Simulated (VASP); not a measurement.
BiAsSe:

```
CELL_PARAMETERS angstrom
4.14394 0.00000 0.00000
0.00000 4.14394 0.00000
0.00000 0.00000 5.58614
ATOMIC_POSITIONS crystal
Bi 0.00000 0.00000 0.50000
As 0.00000 0.00000 0.00000
Se 0.50000 0.50000 0.50000
```

The cell was built from a structure type or drawn by symmetry, and may not be a known phase.

```yaml
Program: VASP 6.6.1
Task: relaxation of cell and atoms
Functional: PBE
Potentials_or_basis: VASP PAW PBE potentials, release 64 (Bi_d, As, Se)
Cutoff: 600 eV
k_mesh: 12 × 12 × 8
Occupations: gaussian, width 0.1 eV
Spin: no spin polarisation
```

At the start: pressure 0.7 GPa; volume 31.98 Å³/atom.

How do energy, volume and symmetry change on relaxing?

Over 5 steps the energy falls by 14.9 meV/atom and the volume is 32.29 Å³/atom (+1.0 %); space group P4/mmm (No. 123, to 0.1 Å) before and after.

The path:
| step | energy change (eV) | largest force (eV/Å) | pressure (GPa) | volume (Å³) |
| --- | --- | --- | --- | --- |
| 1 | 0.0000 | 0.0000 | 0.68 | 95.93 |
| 2 | -0.0429 | 0.0000 | -0.40 | 97.76 |
| 3 | -0.0430 | 0.0000 | -0.45 | 97.88 |
| 4 | -0.0447 | 0.0000 | 0.10 | 96.66 |
| 5 | -0.0448 | 0.0000 | 0.00 | 96.87 |

Final structure:
```
Bi As Se
1.0
     4.08828    0.00000    0.00000
     0.00000    4.08828    0.00000
     0.00000    0.00000    5.79575
Bi As Se
1 1 1
Direct
  0.00000 0.00000 0.50000
  0.00000 0.00000 0.00000
  0.50000 0.50000 0.50000
```
